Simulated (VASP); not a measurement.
**Te: single point with PBE**

The system is Te.

```
Te
1.0
     3.40052    0.00000    0.00000
    -1.70026    2.94494    0.00000
     0.00000    0.00000    3.10847
Te
1
Direct
  0.00000 0.00000 0.00000
```

| Quantity | Value |
| --- | --- |
| Program | VASP 6.6.1 |
| Task | single point |
| Functional | PBE |
| Potentials or basis | VASP PAW PBE potentials, release 64 (Te) |
| Cutoff | 520 eV |
| k mesh | 18 × 18 × 18 |
| Occupations | gaussian, width 0.1 eV |
| Spin | no spin polarisation |

* Pressure: -0.1 GPa
* Band gap on the k mesh: zero (band 3 reaches 10.19 eV, above the bottom of band 4 at 3.99 eV)

Levels at points of the mesh, in eV from the Fermi level:
| k point | band 1 | band 2 | band 3 | band 4 | band 5 | band 6 |
| --- | --- | --- | --- | --- | --- | --- |
| (0.00, 0.00, 0.00) | -13.58 | 1.81 | 1.81 | 1.91 | 6.45 | 7.55 |
| (0.50, 0.00, 0.00) | -11.41 | -5.73 | -0.28 | 3.63 | 4.74 | 9.75 |
| (0.00, 0.00, 0.50) | -11.55 | -6.06 | 3.36 | 3.36 | 10.18 | 10.61 |
| (0.50, 0.00, 0.50) | -9.30 | -4.13 | -3.93 | 1.31 | 2.48 | 7.24 |

Run time: 32 s on 1 thread of Intel(R) Xeon(R) 6975P-C (Granite Rapids), with other jobs on the host, peak memory 0.23 GiB.

Caveat: spin-orbit coupling is left out, which moves the levels of the heavy elements.
